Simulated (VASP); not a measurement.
# AlSi16 (a cell with a defect) in VASP: single point with PBEsol

Aim: the single point of AlSi16 (a cell with a defect) with PBEsol.

Everything below comes from runs of VASP 6.6.1. Logs are shortened: lines on timing, memory, paths and dates and some standing lists are left out, and cuts for length are marked.

## 1. The cell of the first run

The cell holds a defect, 17 atoms: a = 7.679 Å, b = 7.679 Å, c = 7.679 Å, α = 60.00°, β = 60.00°, γ = 60.00°.

## 2. Single point, PBEsol, collinear spin, zero start

INCAR

```
PREC = Accurate
ENCUT = 520
EDIFF = 1E-7
ISMEAR = 0
SIGMA = 0.05
LREAL = Auto
LASPH = True
NELM = 150
ALGO = Normal
ISIF = 2
LWAVE = False
LCHARG = True
ISPIN = 2
MAGMOM = 0 0 0 0 0 0 0 0 0 0 0 0 0 0 0 0 0
LORBIT = 11
GGA = PS
LELF = True
LVHAR = True
NBANDS = 52
```

KPOINTS

```
regular mesh
0
Gamma
  2 2 2
```

POSCAR

```
AlSi16
1.0
    0.0000000000      5.4300000000      5.4300000000
    5.4300000000      0.0000000000      5.4300000000
    5.4300000000      5.4300000000      0.0000000000
Si Al
16 1
Direct
   -0.0091903315      0.0030927256      0.0024553407
    0.1127489871      0.1278031308      0.1271233886
   -0.0097230203      0.0048744015      0.5018279926
    0.1128059853      0.1277656538      0.6311065378
   -0.0097770718      0.5025116943      0.0042078269
    0.1127726519      0.6317619705      0.1271148250
   -0.0096890424      0.5024603131      0.5018137201
    0.1267862799      0.6244441068      0.6237551565
    0.4874218232      0.0054205341      0.0046704420
    0.6193883978      0.1268907919      0.1262594843
    0.4874876611      0.0052874770      0.5013058932
    0.6094909761      0.1415629834      0.6238683241
    0.4874520258      0.5019277164      0.0046190608
    0.6094585635      0.6245653775      0.1408491713
    0.4891627072      0.5036569982      0.5029448435
    0.6095113260      0.6244958564      0.6238487109
    0.7382966851      0.7539534070      0.7532434622
```

Potentials or basis: VASP PAW PBE potentials, release 64 (Si, Al).

The run is started by

```bash
cat potpaw_PBE.64/Si/POTCAR potpaw_PBE.64/Al/POTCAR > POTCAR
mpirun -np 1 vasp_std > vasp.out
```

OUTCAR:

```text
PREC = Accurate
   ENCUT = 520
   EDIFF = 1E-7
   ISMEAR = 0
   LREAL = Auto
   LASPH = True
   NELM = 150
   ISIF = 2
   ISPIN = 2
   LORBIT = 11
   GGA = PS

 ion  position               nearest neighbor table
   1  0.991  0.003  0.002-   2 2.33   6 2.33   4 2.33  10 2.33
   2  0.113  0.128  0.127-   1 2.33   9 2.35   3 2.35   5 2.35
   3  0.990  0.005  0.502-   4 2.35   2 2.35   8 2.39  12 2.39  17 2.73
   4  0.113  0.128  0.631-   1 2.33  11 2.35   7 2.35   3 2.35
   5  0.990  0.503  0.004-   6 2.35   2 2.35   8 2.39  14 2.39  17 2.73
   6  0.113  0.632  0.127-   1 2.33  13 2.35   7 2.35   5 2.35
   7  0.990  0.502  0.502-   4 2.35   6 2.35   8 2.39  16 2.39  17 2.73
   8  0.127  0.624  0.624-  15 2.27   7 2.39   3 2.39   5 2.39  17 2.44
   9  0.487  0.005  0.005-   2 2.35  10 2.35  12 2.39  14 2.39  17 2.73
  10  0.619  0.127  0.126-   1 2.33   9 2.35  13 2.35  11 2.35
  11  0.487  0.005  0.501-   4 2.35  10 2.35  16 2.39  12 2.39  17 2.73
  12  0.609  0.142  0.624-  15 2.27   3 2.39   9 2.39  11 2.39  17 2.43
  13  0.487  0.502  0.005-   6 2.35  10 2.35  16 2.39  14 2.39  17 2.73
  14  0.609  0.625  0.141-  15 2.27   5 2.39   9 2.39  13 2.39  17 2.43
  15  0.489  0.504  0.503-  16 2.27  12 2.27  14 2.27   8 2.27
  16  0.610  0.624  0.624-  15 2.27  13 2.39  11 2.39   7 2.39  17 2.43
  17  0.738  0.754  0.753-  14 2.43  12 2.43  16 2.43   8 2.44  11 2.73  13 2.73   5 2.73   9 2.73
                             3 2.73   7 2.73

  LATTYP: Found a face centered cubic cell.
 ALAT       =    10.8600000000

  Lattice vectors:

 A1 = (   0.0000000000,   5.4300000000,   5.4300000000)
 A2 = (   5.4300000000,   0.0000000000,   5.4300000000)
 A3 = (   5.4300000000,   5.4300000000,   0.0000000000)

Analysis of symmetry for initial positions (statically):
=====================================================================
 Subroutine PRICEL returns:
 Original cell was already a primitive cell.

 Routine SETGRP: Setting up the symmetry group for a
 face centered cubic supercell.

 Subroutine GETGRP returns: Found  1 space group operations
 (whereof  1 operations were pure point group operations)
 out of a pool of 48 trial point group operations.

The static configuration has the point symmetry C_1 .

Analysis of symmetry for dynamics (positions and initial velocities):
=====================================================================
 Subroutine PRICEL returns:
 Original cell was already a primitive cell.

 Routine SETGRP: Setting up the symmetry group for a
 face centered cubic supercell.

 Subroutine GETGRP returns: Found  1 space group operations
[... 175 lines left out ...]
  ext. energy  EPLUGINS =         0.00000000
  ---------------------------------------------------
  free energy    TOTEN  =       -92.54596163 eV

  energy without entropy =      -92.53890930  energy(sigma->0) =      -92.54243546

 E-fermi :   6.7571     XC(G=0):  -9.7877

 val. band max:        6.7570140867   @ k =   0.0000   0.0000   0.0000
 cond. band min:       6.7572666113   @ k =   0.0000   0.0000   0.0000
 fundamental gap:      0.0002525246
 Fermi energy:         6.7571403140

 spin component 1

 k-point     1 :       0.0000    0.0000    0.0000
  band No.  band energies     occupation
      1      -6.0732      1.00000
      2      -3.5983      1.00000
      3      -3.5914      1.00000
      4      -3.5910      1.00000
      5      -3.5900      1.00000
      6      -2.4596      1.00000
[... 373 lines left out ...]
     44      10.2430      0.00000
     45      10.3888      0.00000
 Fermi energy:         6.7571403140

 spin component 2

 k-point     1 :       0.0000    0.0000    0.0000
  band No.  band energies     occupation
      1      -6.0732      1.00000
      2      -3.5983      1.00000
      3      -3.5914      1.00000
      4      -3.5911      1.00000
      5      -3.5900      1.00000
      6      -2.4596      1.00000
[... 373 lines left out ...]
     44      10.2430      0.00000
     45      10.3888      0.00000
 [bands above 45 left out]

------------------------ aborting loop because EDIFF is reached ----------------------------------------

  FORCE on cell =-STRESS in cart. coord.  units (eV):
  Direction    XX          YY          ZZ          XY          YZ          ZX
  --------------------------------------------------------------------------------------
  -------------------------------------------------------------------------------------
  Total        7.2455905      7.2427641      7.2426675      0.0339248     -0.0364583      0.0341116
  in kB       36.2539128     36.2397705     36.2392873      0.1697453     -0.1824220      0.1706804
  external PRESSURE =      36.2443235 kB  Pullay stress =       0.0000000 kB

 VOLUME and BASIS-vectors are now :
 -----------------------------------------------------------------------------
  energy-cutoff  :      520.00
  volume of cell :      320.21
      direct lattice vectors                 reciprocal lattice vectors
     0.000000000  5.430000000  5.430000000    -0.092081031  0.092081031  0.092081031
     5.430000000  0.000000000  5.430000000     0.092081031 -0.092081031  0.092081031
     5.430000000  5.430000000  0.000000000     0.092081031  0.092081031 -0.092081031

 POSITION                                       TOTAL-FORCE (eV/Angst)
 -----------------------------------------------------------------------------------
      0.03013      5.39343      5.39689         0.013555     -0.017927     -0.015415
      1.38425      1.30251      1.30620        -0.026611     -0.014892     -0.014255
      2.75139      8.10213      5.40367         0.009251     -0.009952     -0.000264
      4.12068      4.03945      1.30630         0.015776      0.029760     -0.016801
      2.75149      5.39976      8.10555         0.008294      0.000445     -0.009224
      4.12070      1.30259      4.04282         0.014817     -0.015639      0.028003
[... 9 lines left out ...]
      6.77851      6.69715      6.70066        -0.019837     -0.018470     -0.018870
      8.18408      8.09906      8.10292        -0.012192      0.009079      0.010422
 -----------------------------------------------------------------------------------
    total drift:                                0.015637      0.003090     -0.008143

  FREE ENERGIE OF THE ION-ELECTRON SYSTEM (eV)
  ---------------------------------------------------
  free  energy   TOTEN  =       -92.5459616254 eV

  energy  without entropy=      -92.5389093014  energy(sigma->0) =      -92.54243546

 total charge

# of ion       s       p       d       tot
------------------------------------------
    1        0.737   0.966   0.000   1.703
    2        0.747   0.947   0.000   1.694
    3        0.744   0.928   0.000   1.671
    4        0.747   0.947   0.000   1.694
    5        0.744   0.928   0.000   1.671
    6        0.747   0.947   0.000   1.694
[... 9 lines left out ...]
   16        0.759   0.948   0.000   1.707
   17        0.506   0.337   0.000   0.843
--------------------------------------------------
tot         12.492  15.433   0.000  27.925

 magnetization (x)

# of ion       s       p       d       tot
------------------------------------------
    1        0.000   0.000   0.000   0.000
    2       -0.000  -0.000   0.000  -0.000
    3       -0.000   0.000   0.000  -0.000
    4        0.000   0.000   0.000   0.000
    5        0.000   0.000   0.000   0.000
    6        0.000  -0.000   0.000   0.000
[... 9 lines left out ...]
   16       -0.000  -0.000   0.000  -0.000
   17       -0.000  -0.000   0.000  -0.000
--------------------------------------------------
tot         -0.000  -0.000   0.000  -0.000
```

OSZICAR:

```text
N       E                     dE             d eps       ncg     rms          rms(c)
DAV:   1     0.144844038586E+03    0.14484E+03   -0.25213E+04  1664   0.106E+03
DAV:   2    -0.810788619470E+02   -0.22592E+03   -0.21137E+03  2044   0.159E+02
DAV:   3    -0.942867112913E+02   -0.13208E+02   -0.12945E+02  2164   0.340E+01
DAV:   4    -0.945359151794E+02   -0.24920E+00   -0.24813E+00  2096   0.576E+00
DAV:   5    -0.945420591863E+02   -0.61440E-02   -0.61392E-02  2064   0.857E-01    0.147E+01
DAV:   6    -0.931199092201E+02    0.14221E+01   -0.87972E-01  2024   0.275E+00    0.882E+00
DAV:   7    -0.925427319582E+02    0.57718E+00   -0.13354E+00  1880   0.315E+00    0.849E-01
DAV:   8    -0.925456521163E+02   -0.29202E-02   -0.82617E-02  2024   0.966E-01    0.511E-01
DAV:   9    -0.925456089030E+02    0.43213E-04   -0.63107E-03  1928   0.246E-01    0.228E-01
DAV:  10    -0.925458667108E+02   -0.25781E-03   -0.50825E-04  2016   0.746E-02    0.968E-02
DAV:  11    -0.925459573308E+02   -0.90620E-04   -0.11532E-04  2048   0.382E-02    0.378E-02
DAV:  12    -0.925459604802E+02   -0.31494E-05   -0.73359E-06  2096   0.928E-03    0.163E-02
DAV:  13    -0.925459615807E+02   -0.11005E-05   -0.29540E-06  2020   0.520E-03    0.444E-03
DAV:  14    -0.925459616254E+02   -0.44658E-07   -0.46865E-07  1912   0.228E-03
   1 F= -.92545962E+02 E0= -.92542435E+02  d E =-.705232E-02  mag=    -0.0000
```

It took 3.7 min on 1 thread of Intel Xeon 6975P-C (Granite Rapids), shared host; peak memory 0.7 GiB.

Results:

```
Free energy                                           : -92.5460 eV
Pressure                                              : 3.6 GPa
Largest force                                         : 0.038 eV/Å
Net moment                                            : 0.00 μB per cell
Valence electrons inside the program's atomic spheres : Si 1.70, 1.69, 1.67, 1.71, 1.75; Al 0.84
```

Forces on the atoms (eV/Å):
```
Si   0.014 -0.018 -0.015
Si  -0.027 -0.015 -0.014
Si   0.009 -0.010  0.000
Si   0.016  0.030 -0.017
Si   0.008  0.000 -0.009
Si   0.015 -0.016  0.028
Si   0.000 -0.011 -0.011
Si  -0.018  0.021  0.020
Si  -0.008  0.018  0.016
Si   0.003 -0.004 -0.003
Si  -0.016  0.005  0.018
Si   0.021 -0.020  0.018
Si  -0.015  0.020  0.008
Si   0.023  0.017 -0.022
Si   0.007 -0.010 -0.008
Si  -0.020 -0.018 -0.019
Al  -0.012  0.009  0.010
```

Levels at points of the mesh, in eV from the Fermi level:
Spin up:
```
           k point  band 31  band 32  band 33  band 34  band 35  band 36
(0.00, 0.00, 0.00)    -0.66    -0.65    -0.65    -0.20    -0.20    -0.19
(0.50, 0.00, 0.00)    -1.31    -1.31    -0.55     0.25     0.56     0.56
(0.00, 0.50, 0.00)    -1.30    -1.30    -0.56     0.25     0.56     0.56
(0.00, 0.00, 0.50)    -1.30    -1.30    -0.56     0.25     0.56     0.56
(0.50, 0.50, 0.50)    -1.30    -1.30    -0.56     0.25     0.56     0.56
(0.50, 0.50, 0.00)    -1.92    -1.80    -0.20     0.21     1.13     1.43
(0.00, 0.50, 0.50)    -1.92    -1.80    -0.20     0.21     1.13     1.44
(0.50, 0.00, 0.50)    -1.92    -1.80    -0.20     0.21     1.13     1.43
```
Spin down:
```csv
k point,band 31,band 32,band 33,band 34,band 35,band 36
"(0.00, 0.00, 0.00)",-0.66,-0.65,-0.65,-0.20,-0.20,-0.19
"(0.50, 0.00, 0.00)",-1.31,-1.31,-0.55,0.25,0.56,0.56
"(0.00, 0.50, 0.00)",-1.30,-1.30,-0.56,0.25,0.56,0.56
"(0.00, 0.00, 0.50)",-1.30,-1.30,-0.56,0.25,0.56,0.56
"(0.50, 0.50, 0.50)",-1.30,-1.30,-0.56,0.25,0.56,0.56
"(0.50, 0.50, 0.00)",-1.92,-1.80,-0.20,0.21,1.13,1.43
"(0.00, 0.50, 0.50)",-1.92,-1.80,-0.20,0.21,1.13,1.44
"(0.50, 0.00, 0.50)",-1.92,-1.80,-0.20,0.21,1.13,1.43
```

Caveat: the k points lie up to 0.50 Å⁻¹ apart; the PAW data sets were made with another functional, which shifts forces and pressure a little.
